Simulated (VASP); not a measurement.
# O2 in VASP: notebook

Runs on O2. Level: PBEsol. Tasks: single point, relaxation of the atoms.

Everything below comes from runs of VASP 6.6.1. Logs are shortened: lines on timing, memory, paths and dates and some standing lists are left out, and cuts for length are marked.

## 1. The cell of the first run

The cell holds a molecule in a box, 2 atoms: a = 9.000 Å, b = 9.500 Å, c = 10.000 Å, α = 90.00°, β = 90.00°, γ = 90.00°.

## 2. Single point, PBEsol, collinear spin, ferromagnetic start

Input file INCAR:

```
SYSTEM = O
ALGO = Normal ; EDIFF = 1E-6
ENCUT = 520 ; GGA = PS
ISIF = 2 ; ISMEAR = 1
ISPIN = 2 ; LASPH = .True.
LCHARG = .True. ; LELF = .True.
LORBIT = 11 ; LREAL = .False.
LVHAR = .True. ; LWAVE = .False.
MAGMOM = 1 1 ; NBANDS = 17
NELM = 150 ; PREC = Accurate
SIGMA = 0.02
```

Input file KPOINTS:

```
k-points
0
Gamma
  1 1 1
  0 0 0
```

Input file POSCAR:

```
O
1.0
    9.0000000000      0.0000000000      0.0000000000
    0.0000000000      9.5000000000      0.0000000000
    0.0000000000      0.0000000000     10.0000000000
O
2
Direct
    0.5000000000      0.5000000000      0.4395255606
    0.5000000000      0.5000000000      0.5604744394
```

Potentials or basis: VASP PAW PBE potentials, release 64 (O).

Started as:

```console
> cat potpaw_PBE.64/O/POTCAR > POTCAR
> mpirun -np 1 vasp_gam > vasp.out
```

OUTCAR:

```text
SYSTEM = O
   EDIFF = 1E-6
   ENCUT = 520
   GGA = PS
   ISIF = 2
   ISMEAR = 1
   ISPIN = 2
   LASPH = .True.
   LORBIT = 11
   LREAL = .False.
   NELM = 150
   PREC = Accurate

 ion  position               nearest neighbor table
   1  0.500  0.500  0.440-   2 1.21
   2  0.500  0.500  0.560-   1 1.21

  LATTYP: Found a simple orthorhombic cell.
 ALAT       =     9.0000000000
 B/A-ratio  =     1.0555555556
 C/A-ratio  =     1.1111111111

  Lattice vectors:

 A1 = (   9.0000000000,   0.0000000000,   0.0000000000)
 A2 = (   0.0000000000,   9.5000000000,   0.0000000000)
 A3 = (   0.0000000000,   0.0000000000,  10.0000000000)

Analysis of symmetry for initial positions (statically):
=====================================================================
 Subroutine PRICEL returns:
 Original cell was already a primitive cell.

 Routine SETGRP: Setting up the symmetry group for a
 simple orthorhombic supercell.

 Subroutine GETGRP returns: Found  8 space group operations
 (whereof  8 operations were pure point group operations)
 out of a pool of  8 trial point group operations.

The static configuration has the point symmetry D_2h.

Analysis of symmetry for dynamics (positions and initial velocities):
=====================================================================
 Subroutine PRICEL returns:
 Original cell was already a primitive cell.

 Routine SETGRP: Setting up the symmetry group for a
 simple orthorhombic supercell.

 Subroutine GETGRP returns: Found  8 space group operations
 (whereof  8 operations were pure point group operations)
 out of a pool of  8 trial point group operations.

The dynamic configuration has the point symmetry D_2h.

Analysis of structural, dynamic, and magnetic symmetry:
=====================================================================
 Subroutine PRICEL returns:
 Original cell was already a primitive cell.

 Routine SETGRP: Setting up the symmetry group for a
 simple orthorhombic supercell.

 Subroutine GETGRP returns: Found  8 space group operations
 (whereof  8 operations were pure point group operations)
 out of a pool of  8 trial point group operations.

The overall configuration has the point symmetry D_2h.

 Subroutine INISYM returns: Found  8 space group operations
 (whereof  8 operations are pure point group operations),
 and found     1 'primitive' translations

----------------------------------------------------------------------------------------

                                     Primitive cell

  volume of cell :     855.0000

  direct lattice vectors                    reciprocal lattice vectors
     9.000000000  0.000000000  0.000000000     0.111111111  0.000000000  0.000000000
     0.000000000  9.500000000  0.000000000     0.000000000  0.105263158  0.000000000
     0.000000000  0.000000000 10.000000000     0.000000000  0.000000000  0.100000000

  length of vectors
     9.000000000  9.500000000 10.000000000     0.111111111  0.105263158  0.100000000

  position of ions in fractional coordinates (direct lattice)
     0.500000000  0.500000000  0.439525561
     0.500000000  0.500000000  0.560474439

  ion indices of the primitive-cell ions
   primitive index   ion index
                 1           1
                 2           2

----------------------------------------------------------------------------------------

 KPOINTS: k-points

Automatic generation of k-mesh.
 Grid dimensions read from file:
 generate k-points for:    1    1    1

 Generating k-lattice:

  Cartesian coordinates                     Fractional coordinates (reciprocal lattice)
     0.111111111  0.000000000  0.000000000     1.000000000  0.000000000  0.000000000
     0.000000000  0.105263158  0.000000000     0.000000000  1.000000000  0.000000000
     0.000000000  0.000000000  0.100000000     0.000000000  0.000000000  1.000000000

  Length of vectors
     0.111111111  0.105263158  0.100000000

  Shift w.r.t. Gamma in fractional coordinates (k-lattice)
     0.000000000  0.000000000  0.000000000

 Subroutine IBZKPT returns following result:
 ===========================================

 Found      1 irreducible k-points:

 Following reciprocal coordinates:
            Coordinates               Weight
  0.000000  0.000000  0.000000      1.000000
   k-points           NKPTS =      1   k-points in BZ     NKDIM =      1   number of bands    NBANDS=     17
   number of dos      NEDOS =    301   number of ions     NIONS =      2
   total plane-waves  NPLWV = 403200
   dimension x,y,z NGX =    70 NGY =   72 NGZ =   80
   dimension x,y,z NGXF=   140 NGYF=  144 NGZF=  160
   ions per type =               2
   NGX,Y,Z   is equivalent  to a cutoff of  12.93, 12.60, 13.30 a.u.
   NGXF,Y,Z  is equivalent  to a cutoff of  25.86, 25.20, 26.60 a.u.
 SYSTEM =  O
   PREC   = accura    normal or accurate (medium, high low for compatibility)
   ISTART =      0    job   : 0-new  1-cont  2-samecut
   ICHARG =      2    charge: 1-file 2-atom 10-const
   ISPIN  =      2    spin polarized calculation?
   LNONCOLLINEAR =      F non collinear calculations
   LSORBIT =      F    spin-orbit coupling
   LASPH  =      T    aspherical Exc in radial PAW
   ENCUT  =  520.0 eV  38.22 Ry    6.18 a.u.  16.73 17.66 18.59*2*pi/ulx,y,z
   NELM   =    150;   NELMIN=  2; NELMDL= -5     # of ELM steps
   EDIFF  = 0.1E-05   stopping-criterion for ELM
   LREAL  =      F    real-space projection
   EDIFFG = 0.1E-04   stopping-criterion for IOM
   NSW    =      0    number of steps for IOM
   IBRION =     -1    ionic relax: 0-MD 1-quasi-New 2-CG
   NFREE  =      0    steps in history (QN), initial steepest desc. (CG)
   ISIF   =      2    stress and relaxation
   ISYM   =      2    0-nonsym 1-usesym 2-fastsym
   POTIM  = 0.5000    time-step for ionic-motion
   TEBEG  =    0.0;   TEEND  =   0.0 temperature during run
   PSTRESS=    0.0 pullay stress
   NELECT =      12.0000    total number of electrons
   NUPDOWN=      -1.0000    fix difference up-down
   EMIN   =  10.00;   EMAX   =-10.00  energy-range for DOS
   EFERMI =   0.00;   METHOD = LEGACY
   ISMEAR =     1;   SIGMA  =   0.02  broadening in eV -4-tet -1-fermi 0-gaus
   EFERMI_NEDOS =   21; number of points for ismear=-14 and -15
   IALGO  =     38    algorithm
   IMIX   =      4    mixing-type and parameters
     AMIX     =   0.40;   BMIX     =  1.00
     AMIX_MAG =   1.60;   BMIX_MAG =  1.00
  volume/ion in A,a.u.               =     427.50      2884.91
  Fermi-wavevector in a.u.,A,eV,Ry     =   0.394893  0.746240  2.121703  0.155941
  Thomas-Fermi vector in A             =   1.339966
   LORBIT       =     11    0 simple, 1 ext, 2 COOP (PROOUT), +10 PAW based schemes
   GGA     = PS    functional components
   LHFCALC =     F    Hartree Fock is set to
   AEXX    =    0.0000 exact exchange contribution
   IVDW    =     0    specifies the selected vdW correction
   LEPSILON=     F    determine dielectric tensor
   LRPA    =     F    only Hartree local field effects (RPA)
 spin polarized calculation
 Methfessel and Paxton  Order N= 1 SIGMA  =   0.02
  energy-cutoff  :      520.00
  volume of cell :      855.00
 maximum number of plane-waves:     11510
 NGX is ok and might be reduce to    70
   NGX = 33   NGY = 35   NGZ = 37

 number of electron      12.0000002 magnetization       2.0000001

 Free energy of the ion-electron system (eV)
  ---------------------------------------------------
  ext. energy  EPLUGINS =         0.00000000
  ---------------------------------------------------
  free energy    TOTEN  =       -10.26423479 eV

  energy without entropy =      -10.26539437  energy(sigma->0) =      -10.26462131

 E-fermi :  -6.6030     XC(G=0):  -0.6176

 val. band max:       -6.6197962184   @ k =   0.0000   0.0000   0.0000
 cond. band min:      -4.3564684364   @ k =   0.0000   0.0000   0.0000
 fundamental gap:      2.2633277820
 Fermi energy:        -6.6029671582

 spin component 1

 k-point     1 :       0.0000    0.0000    0.0000
  band No.  band energies     occupation
      1     -32.8749      1.00000
      2     -20.2039      1.00000
      3     -13.3812      1.00000
      4     -13.3811      1.00000
      5     -13.3631      1.00000
      6      -6.6198      1.00009
[... 9 lines left out ...]
     16       2.8074      0.00000
     17       2.8982      0.00000
 Fermi energy:        -6.6029671582

 spin component 2

 k-point     1 :       0.0000    0.0000    0.0000
  band No.  band energies     occupation
      1     -31.6272      1.00000
      2     -18.4235      1.00000
      3     -12.3320      1.00000
      4     -11.5444      1.00000
      5     -11.5440      1.00000
      6      -4.3565      0.00000
[... 9 lines left out ...]
     16       2.9762      0.00000
     17       2.9846      0.00000

------------------------ aborting loop because EDIFF is reached ----------------------------------------

  FORCE on cell =-STRESS in cart. coord.  units (eV):
  Direction    XX          YY          ZZ          XY          YZ          ZX
  --------------------------------------------------------------------------------------
  -------------------------------------------------------------------------------------
  Total       -0.0732763     -0.0724261      1.6441757      0.0000000      0.0000000      0.0000000
  in kB       -0.1373119     -0.1357187      3.0810071      0.0000000      0.0000000      0.0000000
  external PRESSURE =       0.9359922 kB  Pullay stress =       0.0000000 kB

 VOLUME and BASIS-vectors are now :
 -----------------------------------------------------------------------------
  energy-cutoff  :      520.00
  volume of cell :      855.00
      direct lattice vectors                 reciprocal lattice vectors
     9.000000000  0.000000000  0.000000000     0.111111111  0.000000000  0.000000000
     0.000000000  9.500000000  0.000000000     0.000000000  0.105263158  0.000000000
     0.000000000  0.000000000 10.000000000     0.000000000  0.000000000  0.100000000

 POSITION                                       TOTAL-FORCE (eV/Angst)
 -----------------------------------------------------------------------------------
      4.50000      4.75000      4.39526         0.000000      0.000000     -1.426131
      4.50000      4.75000      5.60474         0.000000      0.000000      1.426131
 -----------------------------------------------------------------------------------
    total drift:                                0.000000      0.000000      0.000000

  FREE ENERGIE OF THE ION-ELECTRON SYSTEM (eV)
  ---------------------------------------------------
  free  energy   TOTEN  =       -10.2642347874 eV

  energy  without entropy=      -10.2653943693  energy(sigma->0) =      -10.26462131

 total charge

# of ion       s       p       d       tot
------------------------------------------
    1        1.609   3.308   0.000   4.917
    2        1.609   3.308   0.000   4.917
--------------------------------------------------
tot          3.218   6.617   0.000   9.835

 magnetization (x)

# of ion       s       p       d       tot
------------------------------------------
    1        0.009   0.797   0.000   0.806
    2        0.009   0.797   0.000   0.806
--------------------------------------------------
tot          0.018   1.594   0.000   1.611
```

Run time: 78 s. Hardware: 1 thread of Intel Xeon 6975P-C (Granite Rapids), shared host; peak memory 1 GiB.

Results:

- Free energy: -10.2642 eV
- Largest force: 1.426 eV/Å
- Gap between the frontier levels: 2.26 eV
- Net moment: 2.00 μB per cell
- Site moments: O +0.81 μB
- Valence electrons inside the program's atomic spheres: O 4.92

Forces in eV/Å, atoms in the order of the input:
```
O    0.000  0.000 -1.426
O    0.000  0.000  1.426
```

Caveat: the standard files for N, O and F lose accuracy on very short bonds; the PAW data sets were made with another functional, which shifts forces and pressure a little.

## 3. Relaxation of the atoms, PBEsol, collinear spin, ferromagnetic start

Input file INCAR:

```
PREC = Accurate
ENCUT = 520
EDIFF = 1E-7
ISMEAR = 1
SIGMA = 0.02
LREAL = False
LASPH = True
NELM = 150
ALGO = Normal
ISIF = 2
LWAVE = False
LCHARG = False
ISPIN = 2
MAGMOM = 1 1
LORBIT = 11
GGA = PS
IBRION = 2
NSW = 80
EDIFFG = -0.03
```

Input file KPOINTS:

```
Automatic mesh
0
Gamma
  1 1 1
```

Input file POSCAR:

```
O
1.0
    9.0000000000      0.0000000000      0.0000000000
    0.0000000000      9.5000000000      0.0000000000
    0.0000000000      0.0000000000     10.0000000000
O
2
Direct
    0.5000000000      0.5000000000      0.4385000000
    0.5000000000      0.5000000000      0.5615000000
```

Potentials or basis: VASP PAW PBE potentials, release 64 (O).

Started as:

```console
> cat potpaw_PBE.64/O/POTCAR > POTCAR
> mpirun -np 1 vasp_gam > vasp.out
```

Wall time 3.7 min (1 thread of Intel Xeon 6975P-C (Granite Rapids), shared host); peak memory 1.1 GiB.

It converged, with:

- Free energy: -10.2766 eV
- Energy gained by relaxing: 0.1 meV/atom
- Ionic steps: 4
- Gap between the frontier levels: 2.26 eV
- Net moment: 2.00 μB per cell
- Site moments: O +0.81 μB
- Valence electrons inside the program's atomic spheres: O 4.89

Step by step:
| step | energy change (eV) | largest force (eV/Å) | pressure (GPa) |
| --- | --- | --- | --- |
| 1 | 0.0000 | 0.2102 | -0.03 |
| 2 | 0.0106 | 1.4063 | 0.09 |
| 3 | -0.0003 | 0.0486 | -0.01 |
| 4 | -0.0003 | 0.0005 | -0.01 |

Final structure:
```xyz
2
Lattice="9.0000 0.0000 0.0000 0.0000 9.5000 0.0000 0.0000 0.0000 10.0000" Properties=species:S:1:pos:R:3 pbc="T T T"
O     4.5000    4.7500    4.3864
O     4.5000    4.7500    5.6136
```

Levels at points of the mesh, in eV from the valence-band top:
Spin up:
```csv
k point,band 5,band 6,band 7,band 8,band 9,band 10
"(0.00, 0.00, 0.00)",-6.46,0.00,0.00,6.49,7.66,8.03
```
Spin down:
```csv
k point,band 2,band 3,band 4,band 5,band 6,band 7,band 8,band 9
"(0.00, 0.00, 0.00)",-11.81,-5.54,-4.62,-4.62,2.26,2.26,6.59,7.90
```

Caveat: the standard files for N, O and F lose accuracy on very short bonds; the PAW data sets were made with another functional, which shifts forces and pressure a little.
